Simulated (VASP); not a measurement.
A run of VASP 6.6.1 is set up as follows.

INCAR

```
SYSTEM = TeO
  ALGO = Normal
  EDIFF = 1E-6
  ENCUT = 600
  GGA = PE
  GGA_COMPAT = .FALSE.
  ISIF = 2
  ISMEAR = 0
  LASPH = .TRUE.
  LCHARG = .FALSE.
  LREAL = .FALSE.
  LWAVE = .FALSE.
  NBANDS = 34
  NELM = 120
  PREC = Accurate
  SIGMA = 0.2
```

KPOINTS

```
k-points
0
G
  3 3 3
  0 0 0
```

Contents of POSCAR:

```
TeO
1.0
    0.0000000000      4.9978032954      4.9978032954
    4.9978032954      0.0000000000      4.9978032954
    4.9978032954      4.9978032954      0.0000000000
Te O
4 4
Direct
    0.6250040509      0.6250040509      0.6250040509
    0.6250040509      0.6250040509      0.1249878473
    0.6250040509      0.1249878473      0.6250040509
    0.1249878473      0.6250040509      0.6250040509
    0.2500000000      0.2500000000      0.2500000000
    0.5000000000      0.5000000000      0.5000000000
    0.0000000000      0.0000000000      0.0000000000
    0.7500000000      0.7500000000      0.7500000000
```

Potentials or basis: VASP PAW PBE potentials, release 64 (Te, O).

Run with:

```sh
$ cat potpaw_PBE.64/Te/POTCAR potpaw_PBE.64/O/POTCAR > POTCAR
$ mpirun -np 1 vasp_std > vasp.out
```

Question: What does it give for the band gap on the k mesh?

Answer: Zero (bands 24 and 25 overlap by 0.05 eV).

Question: Estimate the pressure.

Answer: 0.0 GPa.

Caveat: the k points lie up to 0.36 Å⁻¹ apart; spin-orbit coupling is left out, which moves the levels of the heavy elements.
